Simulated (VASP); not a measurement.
# MnIn (Fm-3m) in VASP: further runs

MnIn is run at these levels: PBE; tasks: single point, relaxation of cell and atoms.

All numbers are computed with VASP 6.6.1; they aren't measurements. Logs are shortened: lines on timing, memory, paths and dates and some standing lists are left out, and cuts for length are marked.

## 1. The cell of the first run

Symmetry: Fm-3m, No. 225, cubic system. Conventional cell: a = 5.313 Å, b = 5.313 Å, c = 5.313 Å, α = 90.00°, β = 90.00°, γ = 90.00°. Within 3.5 Å of Mn (site symmetry m-3m) lie 6 In at 2.66 Å. Within 3.5 Å of In (site symmetry m-3m) lie 6 Mn at 2.66 Å.

The cell was generated, and may not be a known phase.

## 2. Single point, PBE, collinear spin, ferromagnetic start

Contents of INCAR:

```
SYSTEM = MnIn
ALGO     = Normal         ! electronic algorithm
EDIFF    = 1E-6           ! SCF threshold, eV
ENCUT    = 520            ! plane-wave cutoff, eV
GGA      = PE             ! functional
ISIF     = 2              ! what is computed and relaxed
ISMEAR   = 0              ! smearing method
ISPIN    = 2              ! spin polarisation
LASPH    = .True.         ! aspherical terms in the spheres
LCHARG   = .True.         ! write CHGCAR
LELF     = .True.         ! ELF
LMAXMIX  = 4              ! l up to which the mixer works
LORBIT   = 11             ! projections on sites
LREAL    = .False.        ! projectors in reciprocal space
LVHAR    = .True.       
LWAVE    = .False.        ! write WAVECAR
MAGMOM   = 4 0            ! initial moments
NBANDS   = 24             ! bands
NELM     = 150            ! most SCF steps
PREC     = Accurate       ! precision mode
SIGMA    = 0.1            ! smearing width, eV
```

Contents of KPOINTS:

```
k-points
0
Gamma
  6 6 6
  0 0 0
```

Contents of POSCAR:

```
MnIn
1.0
    0.0000000000      2.6566170600      2.6566170600
    2.6566170600      0.0000000000      2.6566170600
    2.6566170600      2.6566170600      0.0000000000
Mn In
1 1
Direct
    0.0000000000      0.0000000000      0.0000000000
    0.5000000000      0.5000000000      0.5000000000
```

Potentials or basis: VASP PAW PBE potentials, release 64 (Mn_pv, In_d).

Run with:

```sh
$ cat potpaw_PBE.64/Mn_pv/POTCAR potpaw_PBE.64/In_d/POTCAR > POTCAR
$ mpirun -np 1 vasp_std > vasp.out
```

OUTCAR:

```text
SYSTEM = MnIn
   EDIFF = 1E-6
   ENCUT = 520
   GGA = PE
   ISIF = 2
   ISMEAR = 0
   ISPIN = 2
   LASPH = .True.
   LORBIT = 11
   LREAL = .False.
   NELM = 150
   PREC = Accurate

 ion  position               nearest neighbor table
   1  0.000  0.000  0.000-   2 2.66   2 2.66   2 2.66   2 2.66   2 2.66   2 2.66
   2  0.500  0.500  0.500-   1 2.66   1 2.66   1 2.66   1 2.66   1 2.66   1 2.66

  LATTYP: Found a face centered cubic cell.
 ALAT       =     5.3132341200

  Lattice vectors:

 A1 = (   0.0000000000,   2.6566170600,   2.6566170600)
 A2 = (   2.6566170600,   0.0000000000,   2.6566170600)
 A3 = (   2.6566170600,   2.6566170600,   0.0000000000)

Analysis of symmetry for initial positions (statically):
=====================================================================
 Subroutine PRICEL returns:
 Original cell was already a primitive cell.

 Routine SETGRP: Setting up the symmetry group for a
 face centered cubic supercell.

 Subroutine GETGRP returns: Found 48 space group operations
 (whereof 48 operations were pure point group operations)
 out of a pool of 48 trial point group operations.

The static configuration has the point symmetry O_h .

Analysis of symmetry for dynamics (positions and initial velocities):
=====================================================================
 Subroutine PRICEL returns:
 Original cell was already a primitive cell.

 Routine SETGRP: Setting up the symmetry group for a
 face centered cubic supercell.

 Subroutine GETGRP returns: Found 48 space group operations
 (whereof 48 operations were pure point group operations)
 out of a pool of 48 trial point group operations.

The dynamic configuration has the point symmetry O_h .

Analysis of structural, dynamic, and magnetic symmetry:
=====================================================================
 Subroutine PRICEL returns:
 Original cell was already a primitive cell.

 Routine SETGRP: Setting up the symmetry group for a
 face centered cubic supercell.

 Subroutine GETGRP returns: Found 48 space group operations
 (whereof 48 operations were pure point group operations)
 out of a pool of 48 trial point group operations.

The overall configuration has the point symmetry O_h .

 Subroutine INISYM returns: Found 48 space group operations
 (whereof 48 operations are pure point group operations),
 and found     1 'primitive' translations

----------------------------------------------------------------------------------------

                                     Primitive cell

  volume of cell :      37.4988

  direct lattice vectors                    reciprocal lattice vectors
     0.000000000  2.656617060  2.656617060    -0.188209286  0.188209286  0.188209286
     2.656617060  0.000000000  2.656617060     0.188209286 -0.188209286  0.188209286
     2.656617060  2.656617060  0.000000000     0.188209286  0.188209286 -0.188209286

  length of vectors
     3.757023876  3.757023876  3.757023876     0.325988046  0.325988046  0.325988046

  position of ions in fractional coordinates (direct lattice)
     0.000000000  0.000000000  0.000000000
     0.500000000  0.500000000  0.500000000

  ion indices of the primitive-cell ions
   primitive index   ion index
                 1           1
                 2           2

----------------------------------------------------------------------------------------

 KPOINTS: k-points

Automatic generation of k-mesh.
 Grid dimensions read from file:
 generate k-points for:    6    6    6

 Generating k-lattice:

  Cartesian coordinates                     Fractional coordinates (reciprocal lattice)
    -0.031368214  0.031368214  0.031368214     0.166666667  0.000000000  0.000000000
     0.031368214 -0.031368214  0.031368214     0.000000000  0.166666667  0.000000000
     0.031368214  0.031368214 -0.031368214     0.000000000  0.000000000  0.166666667

  Length of vectors
     0.054331341  0.054331341  0.054331341

  Shift w.r.t. Gamma in fractional coordinates (k-lattice)
     0.000000000  0.000000000  0.000000000

 Subroutine IBZKPT returns following result:
 ===========================================

 Found     16 irreducible k-points:

 Following reciprocal coordinates:
            Coordinates               Weight
  0.000000  0.000000  0.000000      1.000000
  0.166667  0.000000  0.000000      8.000000
  0.333333  0.000000  0.000000      8.000000
  0.500000  0.000000  0.000000      4.000000
  0.166667  0.166667  0.000000      6.000000
  0.333333  0.166667  0.000000     24.000000
[... 8 lines left out ...]
 -0.333333  0.333333  0.166667     24.000000
 -0.333333  0.500000  0.166667     12.000000
   k-points           NKPTS =     16   k-points in BZ     NKDIM =     16   number of bands    NBANDS=     24
   number of dos      NEDOS =    301   number of ions     NIONS =      2
   total plane-waves  NPLWV =  21952
   dimension x,y,z NGX =    28 NGY =   28 NGZ =   28
   dimension x,y,z NGXF=    56 NGYF=   56 NGZF=   56
   ions per type =               1   1
   NGX,Y,Z   is equivalent  to a cutoff of  12.39, 12.39, 12.39 a.u.
   NGXF,Y,Z  is equivalent  to a cutoff of  24.78, 24.78, 24.78 a.u.
 SYSTEM =  MnIn
   PREC   = accura    normal or accurate (medium, high low for compatibility)
   ISTART =      0    job   : 0-new  1-cont  2-samecut
   ICHARG =      2    charge: 1-file 2-atom 10-const
   ISPIN  =      2    spin polarized calculation?
   LNONCOLLINEAR =      F non collinear calculations
   LSORBIT =      F    spin-orbit coupling
   LASPH  =      T    aspherical Exc in radial PAW
   ENCUT  =  520.0 eV  38.22 Ry    6.18 a.u.   6.99  6.99  6.99*2*pi/ulx,y,z
   NELM   =    150;   NELMIN=  2; NELMDL= -5     # of ELM steps
   EDIFF  = 0.1E-05   stopping-criterion for ELM
   LREAL  =      F    real-space projection
   EDIFFG = 0.1E-04   stopping-criterion for IOM
   NSW    =      0    number of steps for IOM
   IBRION =     -1    ionic relax: 0-MD 1-quasi-New 2-CG
   NFREE  =      0    steps in history (QN), initial steepest desc. (CG)
   ISIF   =      2    stress and relaxation
   ISYM   =      2    0-nonsym 1-usesym 2-fastsym
   POTIM  = 0.5000    time-step for ionic-motion
   TEBEG  =    0.0;   TEEND  =   0.0 temperature during run
   PSTRESS=    0.0 pullay stress
   NELECT =      26.0000    total number of electrons
   NUPDOWN=      -1.0000    fix difference up-down
   EMIN   =  10.00;   EMAX   =-10.00  energy-range for DOS
   EFERMI =   0.00;   METHOD = LEGACY
   ISMEAR =     0;   SIGMA  =   0.10  broadening in eV -4-tet -1-fermi 0-gaus
   EFERMI_NEDOS =   21; number of points for ismear=-14 and -15
   IALGO  =     38    algorithm
   IMIX   =      4    mixing-type and parameters
     AMIX     =   0.40;   BMIX     =  1.00
     AMIX_MAG =   1.60;   BMIX_MAG =  1.00
  volume/ion in A,a.u.               =      18.75       126.53
  Fermi-wavevector in a.u.,A,eV,Ry     =   1.448973  2.738162 28.565745  2.099523
  Thomas-Fermi vector in A             =   2.566753
   LORBIT       =     11    0 simple, 1 ext, 2 COOP (PROOUT), +10 PAW based schemes
   GGA     = PE    functional components
   LHFCALC =     F    Hartree Fock is set to
   AEXX    =    0.0000 exact exchange contribution
   IVDW    =     0    specifies the selected vdW correction
   LEPSILON=     F    determine dielectric tensor
   LRPA    =     F    only Hartree local field effects (RPA)
 spin polarized calculation
 Gauss-broadening in eV      SIGMA  =   0.10
  energy-cutoff  :      520.00
  volume of cell :       37.50
 maximum number of plane-waves:      1019
   NGX = 13   NGY = 13   NGZ = 13

 number of electron      25.9999998 magnetization       2.9499252

 Free energy of the ion-electron system (eV)
  ---------------------------------------------------
  ext. energy  EPLUGINS =         0.00000000
  ---------------------------------------------------
  free energy    TOTEN  =       -10.36034062 eV

  energy without entropy =      -10.35496065  energy(sigma->0) =      -10.35765064

 E-fermi :   8.0947     XC(G=0): -11.3286

 val. band max:        8.0636456544   @ k =   0.3333   0.0000   0.0000
 cond. band min:       8.1154315816   @ k =   0.5000   0.3333   0.0000
 fundamental gap:      0.0517859272
 Fermi energy:         8.0946884187

 spin component 1

 k-point     1 :       0.0000    0.0000    0.0000
  band No.  band energies     occupation
      1     -41.0872      1.00000
      2     -41.0872      1.00000
      3     -41.0872      1.00000
      4      -6.2024      1.00000
      5      -6.2024      1.00000
      6      -6.1004      1.00000
[... 16 lines left out ...]
     23      20.4839      0.00000
     24      20.4839      0.00000
[... 381 lines left out ...]
      1     -41.0925      1.00000
      2     -41.0907      1.00000
      3     -41.0903      1.00000
      4      -6.2530      1.00000
      5      -6.1243      1.00000
      6      -6.1223      1.00000
[... 16 lines left out ...]
     23      26.4150      0.00000
     24      27.5776      0.00000
 Fermi energy:         8.0946884187

 spin component 2

 k-point     1 :       0.0000    0.0000    0.0000
  band No.  band energies     occupation
      1     -37.8678      1.00000
      2     -37.8678      1.00000
      3     -37.8678      1.00000
      4      -6.2246      1.00000
      5      -6.2246      1.00000
      6      -6.1414      1.00000
[... 16 lines left out ...]
     23      21.0232      0.00000
     24      21.0232      0.00000
[... 382 lines left out ...]
      2     -37.8724      1.00000
      3     -37.8718      1.00000
      4      -6.2727      1.00000
      5      -6.1678      1.00000
      6      -6.1477      1.00000
[... 16 lines left out ...]
     23      26.6501      0.00000
     24      27.8525      0.00000

------------------------ aborting loop because EDIFF is reached ----------------------------------------

  FORCE on cell =-STRESS in cart. coord.  units (eV):
  Direction    XX          YY          ZZ          XY          YZ          ZX
  --------------------------------------------------------------------------------------
  -------------------------------------------------------------------------------------
  Total        1.4606744      1.4606744      1.4606744      0.0000000     -0.0000000      0.0000000
  in kB       62.4089889     62.4089889     62.4089889      0.0000000     -0.0000000      0.0000000
  external PRESSURE =      62.4089889 kB  Pullay stress =       0.0000000 kB

 VOLUME and BASIS-vectors are now :
 -----------------------------------------------------------------------------
  energy-cutoff  :      520.00
  volume of cell :       37.50
      direct lattice vectors                 reciprocal lattice vectors
     0.000000000  2.656617060  2.656617060    -0.188209286  0.188209286  0.188209286
     2.656617060  0.000000000  2.656617060     0.188209286 -0.188209286  0.188209286
     2.656617060  2.656617060  0.000000000     0.188209286  0.188209286 -0.188209286

 POSITION                                       TOTAL-FORCE (eV/Angst)
 -----------------------------------------------------------------------------------
      0.00000      0.00000      0.00000        -0.000000     -0.000000     -0.000000
      2.65662      2.65662      2.65662         0.000000      0.000000      0.000000
 -----------------------------------------------------------------------------------
    total drift:                                0.000000      0.000000      0.000000

  FREE ENERGIE OF THE ION-ELECTRON SYSTEM (eV)
  ---------------------------------------------------
  free  energy   TOTEN  =       -10.3603406228 eV

  energy  without entropy=      -10.3549606480  energy(sigma->0) =      -10.35765064

 total charge

# of ion       s       p       d       tot
------------------------------------------
    1        0.285   6.178   5.153  11.617
    2        0.941   0.838   9.849  11.628
--------------------------------------------------
tot          1.226   7.016  15.003  23.245

 magnetization (x)

# of ion       s       p       d       tot
------------------------------------------
    1        0.033   0.001   3.036   3.070
    2       -0.048  -0.120   0.013  -0.154
--------------------------------------------------
tot         -0.014  -0.119   3.049   2.915
```

It took 16 s on 1 thread of Intel Xeon 6975P-C (Granite Rapids), shared host; peak memory 0.18 GiB.

Results:

```
Free energy                                           : -10.3603 eV
Pressure                                              : 6.2 GPa
Net moment                                            : 2.95 μB per cell
Site moments                                          : Mn +3.07; In -0.15 μB
Valence electrons inside the program's atomic spheres : Mn 11.62; In 11.63
```

Caveat: the cell stands under pressure; spin-orbit coupling is left out, which moves the levels of the heavy elements.

[end of part 1 of 3]
